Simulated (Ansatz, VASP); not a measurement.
**One calculation of C, two programs**

```xyz
2
Lattice="0.0000 1.8069 1.8069 1.8069 0.0000 1.8069 1.8069 1.8069 0.0000" Properties=species:S:1:pos:R:3 pbc="T T T"
C     1.8069    1.8069    1.8069
C     2.7103    2.7103    2.7103
```

Change from the starting cell: volume scaled by 1.04.

Alike in both runs: task single point; functional LDA; k mesh 16 × 16 × 16; occupations fermi-dirac, width 0.03 eV; no spin polarisation.

```csv
,VASP,Ansatz
version,VASP 6.6.1,Ansatz 0.2.0
potentials or method,"VASP PAW LDA potentials, release 64 (C), cutoff 520 eV","all-electron LAPW, scalar-relativistic"
```

|  | VASP | Ansatz | Ansatz less VASP |
| --- | --- | --- | --- |
| gap on the k mesh at the Fermi level (eV) | 4.01 | 4.01 | +0.005 |
| pressure (GPa) | -27.1 | -28.3 | -1.18 |

LDA's correlation is that of Perdew and Zunger in VASP and of Perdew and Wang (1992) in Ansatz. Ansatz ran all-electron here, and VASP with PAW potentials.
